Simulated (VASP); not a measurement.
# ScF3 (P4/mmm) in VASP: notebook, part 2 of 2

VASP 6.6.1. Earlier steps stand in the parts before.

### Step 3. Electric field gradients, LDA (equal xx and yy strain of +2 %)

Contents of INCAR:

```
  ALGO = Normal
  EDIFF = 1E-8
  ENCUT = 520
  GGA = CA
  ISIF = 2
  ISMEAR = -1
  LASPH = True
  LCHARG = False
  LEFG = True
  LREAL = False
  LWAVE = False
  NBANDS = 24
  NELM = 100
  PREC = Accurate
  SIGMA = 0.02
```

Contents of KPOINTS:

```
k-points
0
Gamma
  6 6 6
```

Contents of POSCAR:

```
ScF3
1.0
    4.0926990000      0.0000000000      0.0000000000
    0.0000000000      4.0926990000      0.0000000000
    0.0000000000      0.0000000000      4.0124500000
Sc F
1 3
Direct
    0.0000000000      0.0000000000      0.0000000000
    0.5000000000      0.0000000000      0.0000000000
    0.0000000000      0.5000000000      0.0000000000
    0.0000000000      0.0000000000      0.5000000000
```

Potentials or basis: VASP PAW LDA potentials, release 64 (Sc_sv, F).

Started as:

```console
$ cat potpaw_LDA.64/Sc_sv/POTCAR potpaw_LDA.64/F/POTCAR > POTCAR
$ mpirun -np 1 vasp_std > vasp.out
```

OUTCAR:

```text
EDIFF = 1E-8
   ENCUT = 520
   GGA = CA
   ISIF = 2
   ISMEAR = -1
   LASPH = True
   LREAL = False
   NELM = 100
   PREC = Accurate

 ion  position               nearest neighbor table
   1  0.000  0.000  0.000-   4 2.01   4 2.01   2 2.05   3 2.05   3 2.05   2 2.05
   2  0.500  0.000  0.000-   1 2.05   1 2.05
   3  0.000  0.500  0.000-   1 2.05   1 2.05
   4  0.000  0.000  0.500-   1 2.01   1 2.01

  LATTYP: Found a simple tetragonal cell.
 ALAT       =     4.0926990000
 C/A-ratio  =     0.9803921569

  Lattice vectors:

 A1 = (   4.0926990000,   0.0000000000,   0.0000000000)
 A2 = (   0.0000000000,   4.0926990000,   0.0000000000)
 A3 = (   0.0000000000,   0.0000000000,   4.0124500000)

Analysis of symmetry for initial positions (statically):
=====================================================================
 Subroutine PRICEL returns:
 Original cell was already a primitive cell.

 Routine SETGRP: Setting up the symmetry group for a
 simple tetragonal supercell.

 Subroutine GETGRP returns: Found 16 space group operations
 (whereof 16 operations were pure point group operations)
 out of a pool of 16 trial point group operations.

The static configuration has the point symmetry D_4h.

Analysis of symmetry for dynamics (positions and initial velocities):
=====================================================================
 Subroutine PRICEL returns:
 Original cell was already a primitive cell.

 Routine SETGRP: Setting up the symmetry group for a
 simple tetragonal supercell.

[... 811 lines left out ...]

------------------------ aborting loop because EDIFF is reached ----------------------------------------

  FORCE on cell =-STRESS in cart. coord.  units (eV):
  Direction    XX          YY          ZZ          XY          YZ          ZX
  --------------------------------------------------------------------------------------
  -------------------------------------------------------------------------------------
  Total       -2.9943958     -2.9943958     -1.2180064      0.0000000      0.0000000      0.0000000
  in kB      -71.3823005    -71.3823005    -29.0356072      0.0000000      0.0000000      0.0000000
  external PRESSURE =     -57.2667360 kB  Pullay stress =       0.0000000 kB

 VOLUME and BASIS-vectors are now :
 -----------------------------------------------------------------------------
  energy-cutoff  :      520.00
  volume of cell :       67.21
      direct lattice vectors                 reciprocal lattice vectors
     4.092699000  0.000000000  0.000000000     0.244337539  0.000000000  0.000000000
     0.000000000  4.092699000  0.000000000     0.000000000  0.244337539  0.000000000
     0.000000000  0.000000000  4.012450000     0.000000000  0.000000000  0.249224289

 POSITION                                       TOTAL-FORCE (eV/Angst)
 -----------------------------------------------------------------------------------
      0.00000      0.00000      0.00000         0.000000      0.000000      0.000000
      2.04635      0.00000      0.00000         0.000000      0.000000      0.000000
      0.00000      2.04635      0.00000         0.000000      0.000000      0.000000
      0.00000      0.00000      2.00623         0.000000      0.000000      0.000000
 -----------------------------------------------------------------------------------
    total drift:                                0.000000      0.000000      0.000000

  FREE ENERGIE OF THE ION-ELECTRON SYSTEM (eV)
  ---------------------------------------------------
  free  energy   TOTEN  =       -29.5054568438 eV

  energy  without entropy=      -29.5054568438  energy(sigma->0) =      -29.50545684

 Electric field gradients (V/A^2)
---------------------------------------------------------------------
 ion       V_xx      V_yy      V_zz      V_xy      V_xz      V_yz
---------------------------------------------------------------------
   1       7.095     7.095   -14.189     0.000    -0.000    -0.000
   2      64.273   -31.655   -32.618     0.000     0.000    -0.000
   3     -31.655    64.273   -32.618    -0.000     0.000     0.000
   4     -28.437   -28.437    56.874    -0.000     0.000     0.000
---------------------------------------------------------------------

 Electric field gradients after diagonalization (V/A^2)
 (convention: |V_zz| > |V_xx| > |V_yy|)
----------------------------------------------------------------------
 ion       V_xx      V_yy      V_zz     asymmetry (V_yy - V_xx)/ V_zz
----------------------------------------------------------------------
   1       7.095     7.095   -14.189       0.000
   2     -32.618   -31.655    64.273       0.015
   3     -32.618   -31.655    64.273       0.015
   4     -28.437   -28.437    56.874       0.000
----------------------------------------------------------------------

           NMR quadrupolar parameters

 Cq : quadrupolar parameter    Cq=e*Q*V_zz/h
 eta: asymmetry parameters     (V_yy - V_xx)/ V_zz
 Q  : nuclear electric quadrupole moment in mb (millibarn)
----------------------------------------------------------------------
 ion       Cq(MHz)       eta       Q (mb)
----------------------------------------------------------------------
   1      -0.034       0.000       1.000
   2       0.155       0.015       1.000
   3       0.155       0.015       1.000
   4       0.138       0.000       1.000
----------------------------------------------------------------------
```

stdout:

```text
POSCAR found type information on POSCAR ScF
 POSCAR found :  2 types and       4 ions
 scaLAPACK will be used
 LDA part: xc-table for (Slater(with rela. corr.)+CA(PZ))
 , standard interpolation
 POSCAR, INCAR and KPOINTS ok, starting setup
 FFT: planning ... GRIDC
 FFT: planning ... GRID_SOFT
 FFT: planning ... GRID
 WAVECAR not read
 entering main loop
ion   1

ion   2

ion   3

ion   4
```

It took 92 s on 1 thread of Intel Xeon Platinum 8375C at 2.90GHz (Ice Lake), shared host; peak memory 0.18 GiB.

What came out:

* Free energy: -29.5055 eV
* Pressure: -5.7 GPa
* Band gap on the k mesh: 5.91 eV, indirect (least direct gap 6.44 eV)

Stress tensor (GPa, compression positive):
```
-7.14  0.00  0.00
 0.00 -7.14  0.00
 0.00  0.00 -2.90
```

Levels at points of the mesh, in eV from the valence-band top:
| k point | band 13 | band 14 | band 15 | band 16 | band 17 | band 18 | band 19 | band 20 |
| --- | --- | --- | --- | --- | --- | --- | --- | --- |
| (0.00, 0.00, 0.00) | -0.57 | -0.53 | -0.53 | -0.53 | 5.91 | 5.91 | 5.92 | 7.40 |
| (0.50, 0.00, 0.00) | -1.06 | -0.74 | -0.70 | -0.54 | 5.95 | 6.73 | 6.74 | 7.57 |
| (0.50, 0.50, 0.00) | -1.15 | -1.04 | -1.04 | -0.01 | 6.76 | 6.76 | 7.36 | 8.26 |
| (0.00, 0.00, 0.50) | -1.18 | -0.66 | -0.51 | -0.51 | 5.96 | 6.83 | 6.83 | 7.49 |
| (0.50, 0.00, 0.50) | -1.05 | -0.90 | -0.88 | -0.10 | 6.78 | 6.86 | 7.43 | 8.12 |
| (0.50, 0.50, 0.50) | -2.11 | -0.09 | -0.09 | 0.00 | 7.40 | 7.47 | 7.47 | 10.09 |

Electric field gradients, principal values (V/Å²):
```csv
atom,least,middle,greatest (by size)
1 Sc,7.095,7.095,-14.189
2 F,-31.655,-32.618,64.273
3 F,-31.655,-32.618,64.273
4 F,-28.437,-28.437,56.874
```

Caveat: the cell differs from its parent crystal (equal xx and yy strain of +2 %); without QUAD_EFG the Cq values of the log hold for a quadrupole moment of 1 mb, not for the nuclei. A k mesh can miss the band edges.

### Step 4. Electric field gradients, LDA (zz strain of -1 %)

Contents of INCAR:

```
ALGO     = Normal         # electronic algorithm
EDIFF    = 1E-8           # SCF threshold, eV
ENCUT    = 520            # plane-wave cutoff, eV
ISIF     = 2              # what is computed and relaxed
ISMEAR   = -1             # smearing method
LASPH    = T              # aspherical terms in the spheres
LCHARG   = F              # write CHGCAR
LEFG     = T            
LREAL    = F              # projectors in reciprocal space
LWAVE    = F              # write WAVECAR
NBANDS   = 24             # bands
NELM     = 80             # most SCF steps
PREC     = Accurate       # precision mode
SIGMA    = 0.02           # smearing width, eV
```

KPOINTS is that of step 3.

Contents of POSCAR:

```
ScF3
1.0
    4.0124500000      0.0000000000      0.0000000000
    0.0000000000      4.0124500000      0.0000000000
    0.0000000000      0.0000000000      3.9723255000
Sc F
1 3
Direct
    0.0000000000      0.0000000000      0.0000000000
    0.5000000000      0.0000000000      0.0000000000
    0.0000000000      0.5000000000      0.0000000000
    0.0000000000      0.0000000000      0.5000000000
```

Potentials or basis: VASP PAW LDA potentials, release 64 (Sc_sv, F).

Started as:

```console
$ cat potpaw_LDA.64/Sc_sv/POTCAR potpaw_LDA.64/F/POTCAR > POTCAR
$ mpirun -np 1 vasp_std > vasp.out
```

OUTCAR:

```text
EDIFF = 1E-8
   ENCUT = 520
   ISIF = 2
   ISMEAR = -1
   LASPH = T
   LREAL = F
   NELM = 80
   PREC = Accurate

 ion  position               nearest neighbor table
   1  0.000  0.000  0.000-   4 1.99   4 1.99   2 2.01   3 2.01   3 2.01   2 2.01
   2  0.500  0.000  0.000-   1 2.01   1 2.01
   3  0.000  0.500  0.000-   1 2.01   1 2.01
   4  0.000  0.000  0.500-   1 1.99   1 1.99

  LATTYP: Found a simple tetragonal cell.
 ALAT       =     4.0124500000
 C/A-ratio  =     0.9900000000

  Lattice vectors:

 A1 = (   4.0124500000,   0.0000000000,   0.0000000000)
[... 874 lines left out ...]
 ion       V_xx      V_yy      V_zz      V_xy      V_xz      V_yz
---------------------------------------------------------------------
   1       3.934     3.934    -7.868     0.000    -0.000    -0.000
   2      55.428   -27.447   -27.981    -0.000     0.000    -0.000
   3     -27.447    55.428   -27.981    -0.000     0.000     0.000
   4     -25.730   -25.730    51.460    -0.000    -0.000    -0.000
---------------------------------------------------------------------

 Electric field gradients after diagonalization (V/A^2)
 (convention: |V_zz| > |V_xx| > |V_yy|)
----------------------------------------------------------------------
 ion       V_xx      V_yy      V_zz     asymmetry (V_yy - V_xx)/ V_zz
----------------------------------------------------------------------
   1       3.934     3.934    -7.868       0.000
   2     -27.981   -27.447    55.428       0.010
   3     -27.981   -27.447    55.428       0.010
   4     -25.730   -25.730    51.460       0.000
----------------------------------------------------------------------

           NMR quadrupolar parameters

 Cq : quadrupolar parameter    Cq=e*Q*V_zz/h
 eta: asymmetry parameters     (V_yy - V_xx)/ V_zz
 Q  : nuclear electric quadrupole moment in mb (millibarn)
----------------------------------------------------------------------
 ion       Cq(MHz)       eta       Q (mb)
----------------------------------------------------------------------
   1      -0.019       0.000       1.000
   2       0.134       0.010       1.000
   3       0.134       0.010       1.000
   4       0.124       0.000       1.000
----------------------------------------------------------------------
```

Run time: 63 s. Hardware: 1 thread of Intel Xeon 6975P-C, shared host; peak memory 0.18 GiB.

What came out:

| Item | Value |
| --- | --- |
| Free energy | -29.5820 eV |
| Pressure | -1.3 GPa |
| Band gap on the k mesh | 6.20 eV, indirect (least direct gap 6.75 eV) |

Stress tensor (GPa, compression positive):
```
-2.14  0.00  0.00
 0.00 -2.14  0.00
 0.00  0.00  0.41
```

Electric field gradients, principal values (V/Å²):
| atom | least | middle | greatest (by size) |
| --- | --- | --- | --- |
| 1 Sc | 3.934 | 3.934 | -7.868 |
| 2 F | -27.447 | -27.981 | 55.428 |
| 3 F | -27.447 | -27.981 | 55.428 |
| 4 F | -25.730 | -25.730 | 51.460 |

Caveat: the cell differs from its parent crystal (zz strain of -1 %); without QUAD_EFG the Cq values of the log hold for a quadrupole moment of 1 mb, not for the nuclei.

### Step 5. Electric field gradients, LDA (zz strain of -1 %)

Contents of INCAR:

```
SYSTEM = ScF3
  PREC = Accurate
  ENCUT = 520
  EDIFF = 1E-8
  ISMEAR = -1
  SIGMA = 0.02
  LREAL = .FALSE.
  LASPH = .TRUE.
  NELM = 80
  ALGO = Normal
  ISIF = 2
  LWAVE = .FALSE.
  LCHARG = .FALSE.
  LEFG = .TRUE.
  NBANDS = 24
```

Contents of KPOINTS:

```
regular mesh
0
G
  6 6 6
  0 0 0
```

POSCAR is that of step 4.

Potentials or basis: VASP PAW LDA potentials, release 64 (Sc_sv, F).

Started as:

```console
$ cat potpaw_LDA.64/Sc_sv/POTCAR potpaw_LDA.64/F/POTCAR > POTCAR
$ mpirun -np 1 vasp_std > vasp.out
```

OUTCAR:

```text
SYSTEM = ScF3
   PREC = Accurate
   ENCUT = 520
   EDIFF = 1E-8
   ISMEAR = -1
   LREAL = .FALSE.
   LASPH = .TRUE.
   NELM = 80
   ISIF = 2

 ion  position               nearest neighbor table
   1  0.000  0.000  0.000-   4 1.99   4 1.99   2 2.01   3 2.01   3 2.01   2 2.01
   2  0.500  0.000  0.000-   1 2.01   1 2.01
   3  0.000  0.500  0.000-   1 2.01   1 2.01
   4  0.000  0.000  0.500-   1 1.99   1 1.99

  LATTYP: Found a simple tetragonal cell.
 ALAT       =     4.0124500000
 C/A-ratio  =     0.9900000000

  Lattice vectors:

 A1 = (   4.0124500000,   0.0000000000,   0.0000000000)
 A2 = (   0.0000000000,   4.0124500000,   0.0000000000)
 A3 = (   0.0000000000,   0.0000000000,   3.9723255000)

Analysis of symmetry for initial positions (statically):
=====================================================================
 Subroutine PRICEL returns:
 Original cell was already a primitive cell.

 Routine SETGRP: Setting up the symmetry group for a
 simple tetragonal supercell.

 Subroutine GETGRP returns: Found 16 space group operations
 (whereof 16 operations were pure point group operations)
 out of a pool of 16 trial point group operations.

The static configuration has the point symmetry D_4h.

Analysis of symmetry for dynamics (positions and initial velocities):
=====================================================================
 Subroutine PRICEL returns:
 Original cell was already a primitive cell.

[... 811 lines left out ...]
     23       8.4121      0.00000
     24      10.2117      0.00000

 [... further k-points ...]

------------------------ aborting loop because EDIFF is reached ----------------------------------------

  FORCE on cell =-STRESS in cart. coord.  units (eV):
  Direction    XX          YY          ZZ          XY          YZ          ZX
  --------------------------------------------------------------------------------------
  -------------------------------------------------------------------------------------
  Total       -0.8552694     -0.8552694      0.1633130      0.0000000     -0.0000000      0.0000000
  in kB      -21.4264093    -21.4264093      4.0913551      0.0000000     -0.0000000      0.0000000
  external PRESSURE =     -12.9204878 kB  Pullay stress =       0.0000000 kB

 VOLUME and BASIS-vectors are now :
 -----------------------------------------------------------------------------
  energy-cutoff  :      520.00
  volume of cell :       63.95
      direct lattice vectors                 reciprocal lattice vectors
     4.012450000  0.000000000  0.000000000     0.249224289  0.000000000  0.000000000
     0.000000000  4.012450000  0.000000000     0.000000000  0.249224289  0.000000000
     0.000000000  0.000000000  3.972325500     0.000000000  0.000000000  0.251741706

 POSITION                                       TOTAL-FORCE (eV/Angst)
 -----------------------------------------------------------------------------------
      0.00000      0.00000      0.00000         0.000000      0.000000      0.000000
      2.00623      0.00000      0.00000         0.000000      0.000000      0.000000
      0.00000      2.00623      0.00000         0.000000      0.000000      0.000000
      0.00000      0.00000      1.98616         0.000000      0.000000      0.000000
 -----------------------------------------------------------------------------------
    total drift:                                0.000000      0.000000      0.000000

  FREE ENERGIE OF THE ION-ELECTRON SYSTEM (eV)
  ---------------------------------------------------
  free  energy   TOTEN  =       -29.5819917203 eV

  energy  without entropy=      -29.5819917203  energy(sigma->0) =      -29.58199172

 Electric field gradients (V/A^2)
---------------------------------------------------------------------
 ion       V_xx      V_yy      V_zz      V_xy      V_xz      V_yz
---------------------------------------------------------------------
   1       3.934     3.934    -7.868     0.000    -0.000    -0.000
   2      55.428   -27.447   -27.981    -0.000     0.000    -0.000
   3     -27.447    55.428   -27.981    -0.000     0.000     0.000
   4     -25.730   -25.730    51.460    -0.000    -0.000    -0.000
---------------------------------------------------------------------

 Electric field gradients after diagonalization (V/A^2)
 (convention: |V_zz| > |V_xx| > |V_yy|)
----------------------------------------------------------------------
 ion       V_xx      V_yy      V_zz     asymmetry (V_yy - V_xx)/ V_zz
----------------------------------------------------------------------
   1       3.934     3.934    -7.868       0.000
   2     -27.981   -27.447    55.428       0.010
   3     -27.981   -27.447    55.428       0.010
   4     -25.730   -25.730    51.460       0.000
----------------------------------------------------------------------

           NMR quadrupolar parameters

 Cq : quadrupolar parameter    Cq=e*Q*V_zz/h
 eta: asymmetry parameters     (V_yy - V_xx)/ V_zz
 Q  : nuclear electric quadrupole moment in mb (millibarn)
----------------------------------------------------------------------
 ion       Cq(MHz)       eta       Q (mb)
----------------------------------------------------------------------
   1      -0.019       0.000       1.000
   2       0.134       0.010       1.000
   3       0.134       0.010       1.000
   4       0.124       0.000       1.000
----------------------------------------------------------------------
```

Wall time 58 s (1 thread of Intel Xeon 6975P-C, shared host); peak memory 0.18 GiB.

What came out:

```
Free energy            : -29.5820 eV
Pressure               : -1.3 GPa
Band gap on the k mesh : 6.20 eV, indirect (least direct gap 6.75 eV)
```

Stress tensor (GPa, compression positive):
```
-2.14  0.00  0.00
 0.00 -2.14  0.00
 0.00  0.00  0.41
```

Levels at points of the mesh, in eV from the valence-band top:
```tsv
k point	band 13	band 14	band 15	band 16	band 17	band 18	band 19	band 20
(0.00, 0.00, 0.00)	-0.58	-0.56	-0.55	-0.55	6.20	6.20	6.21	7.59
(0.50, 0.00, 0.00)	-1.17	-0.77	-0.63	-0.56	6.24	7.12	7.13	8.06
(0.50, 0.50, 0.00)	-1.15	-1.10	-1.10	-0.01	7.16	7.16	7.82	8.76
(0.00, 0.00, 0.50)	-1.28	-0.72	-0.54	-0.54	6.25	7.18	7.18	8.01
(0.50, 0.00, 0.50)	-1.15	-0.97	-0.96	-0.05	7.17	7.22	7.86	8.68
(0.50, 0.50, 0.50)	-2.31	-0.05	-0.05	0.00	7.87	7.91	7.91	10.81
```

Electric field gradients, principal values (V/Å²):
```
atom    least   middle  greatest (by size)
1 Sc    3.934    3.934              -7.868
 2 F  -27.447  -27.981              55.428
 3 F  -27.447  -27.981              55.428
 4 F  -25.730  -25.730              51.460
```

Caveat: the cell differs from its parent crystal (zz strain of -1 %); without QUAD_EFG the Cq values of the log hold for a quadrupole moment of 1 mb, not for the nuclei.
